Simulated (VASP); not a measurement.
W3Cl: relaxation of cell and atoms with PBE

The system is W3Cl.

```
W Cl
1.0
     3.20337    0.00000    0.00000
    -1.60168    2.77420    0.00000
     0.00000    0.00000   15.41313
W Cl
6 2
Cartesian
  0.0000 1.8495 1.3700
  1.6017 0.9247 9.0766
  0.0000 1.8495 6.3365
  1.6017 0.9247 14.0431
  0.0000 1.8495 11.5598
  1.6017 0.9247 3.8533
  0.0000 0.0000 0.0000
  0.0000 0.0000 7.7066
```

The cell was built from a structure type or drawn by symmetry, and may not be a known phase.

```yaml
Program: VASP 6.6.1
Task: relaxation of cell and atoms
Functional: PBE
Potentials_or_basis: VASP PAW PBE potentials, release 64 (W_sv, Cl)
Cutoff: 600 eV
k_mesh: 6 × 6 × 1
Occupations: gaussian, width 0.2 eV
Spin: no spin polarisation
Dipole_correction: no
Further_INCAR_settings: ALGO = Normal; EDIFF = 1e-06; IBRION = 2; EDIFFG = -0.08; NSW = 36; ISIF = 3
```

* Relaxed volume: 16.08 Å³/atom
* Relaxed cell: a = 2.851 Å, b = 2.851 Å, c = 18.279 Å, α = 90.00°, β = 90.00°, γ = 120.00°
* Space group after relaxing (to 0.1 Å): P6_3/mmc (No. 194)
* Energy gained by relaxing: 1258.1 meV/atom
* Ionic steps: 26
* Pressure after relaxing: -0.4 GPa
* Largest force after relaxing: 0.005 eV/Å
* Band gap on the k mesh: zero (bands 49 and 50 overlap by 1.14 eV)

Forces in eV/Å, atoms in the order of the input:
```
W    0.000  0.000 -0.005
W    0.000  0.000 -0.005
W    0.000  0.000  0.005
W    0.000  0.000  0.005
W    0.000  0.000  0.000
W    0.000  0.000  0.000
Cl   0.000  0.000  0.000
Cl   0.000  0.000  0.000
```

Stress tensor (GPa, compression positive):
```
-0.53  0.00  0.00
 0.00 -0.53  0.00
 0.00  0.00 -0.07
```

The path:
| step | energy change (eV) | largest force (eV/Å) | pressure (GPa) | volume (Å³) |
| --- | --- | --- | --- | --- |
| 1 | 0.0000 | 4.4689 | -6.92 | 136.97 |
| 2 | -3.8642 | 4.0766 | 10.88 | 122.83 |
| 3 | -4.4349 | 2.6349 | 28.22 | 116.31 |
| 4 | -5.6510 | 1.8854 | 27.18 | 117.41 |
| 5 | -6.9349 | 2.4287 | 34.48 | 120.64 |
| 6 | -8.5718 | 1.4650 | 10.33 | 131.85 |
| 7 | -8.8221 | 0.9931 | 0.83 | 138.06 |
| 8 | -8.8286 | 0.9019 | -0.84 | 139.31 |
| 9 | -8.9133 | 0.8896 | -0.85 | 138.64 |
| 10 | -9.1534 | 0.8603 | -0.55 | 136.58 |
| 11 | -9.5433 | 0.5843 | 1.27 | 132.34 |
| 12 | -9.7444 | 1.1056 | 12.61 | 123.37 |
| 13 | -9.6624 | 1.2068 | 6.77 | 126.85 |
| 14 | -9.7639 | 1.2843 | 10.41 | 124.49 |
| 15 | -9.7636 | 1.1990 | 11.44 | 123.93 |
| 16 | -9.8394 | 0.9158 | 10.16 | 124.40 |
| 17 | -9.8825 | 0.4761 | 8.34 | 125.12 |
| 18 | -9.9510 | 0.4278 | 6.02 | 126.15 |
| 19 | -10.0436 | 0.2778 | -0.34 | 129.28 |
| 20 | -10.0441 | 0.2666 | -0.78 | 129.52 |
| 21 | -10.0476 | 0.2591 | -0.64 | 129.39 |
| 22 | -10.0554 | 0.2346 | -0.22 | 129.00 |
| 23 | -10.0590 | 0.1794 | 0.66 | 128.21 |
| 24 | -10.0597 | 0.1965 | 0.37 | 128.45 |
| 25 | -10.0628 | 0.1291 | 0.12 | 128.52 |
| 26 | -10.0652 | 0.0045 | -0.38 | 128.66 |

Final structure:
```
W Cl
1.0
     2.85084    0.00000    0.00000
    -1.42542    2.46890    0.00000
     0.00000    0.00000   18.27916
W Cl
6 2
Cartesian
  0.0000 1.6459 2.1776
  1.4254 0.8230 11.3172
  0.0000 1.6459 6.9620
  1.4254 0.8230 16.1016
  0.0000 1.6459 13.7094
  1.4254 0.8230 4.5698
  0.0000 0.0000 0.0000
  0.0000 0.0000 9.1396
```

Levels at points of the mesh, in eV from the Fermi level:
```
           k point  band 46  band 47  band 48  band 49  band 50  band 51  band 52  band 53
(0.00, 0.00, 0.00)    -0.63    -0.54    -0.54    -0.22    -0.22    -0.20    -0.20     0.15
(0.50, 0.00, 0.00)    -0.26    -0.12     0.16     0.33     0.80     0.98     1.92     2.89
```

It took 49 min on 1 thread of Intel Xeon 8259CL (shared host), peak memory 0.35 GiB.

Caveat: the k points lie up to 0.42 Å⁻¹ apart in the final cell, too coarse for converged energies and pressures of a metal; a cell axis changed by over 15 % at a fixed basis, so the end point is rough; spin-orbit coupling is left out, which moves the levels of the heavy elements.
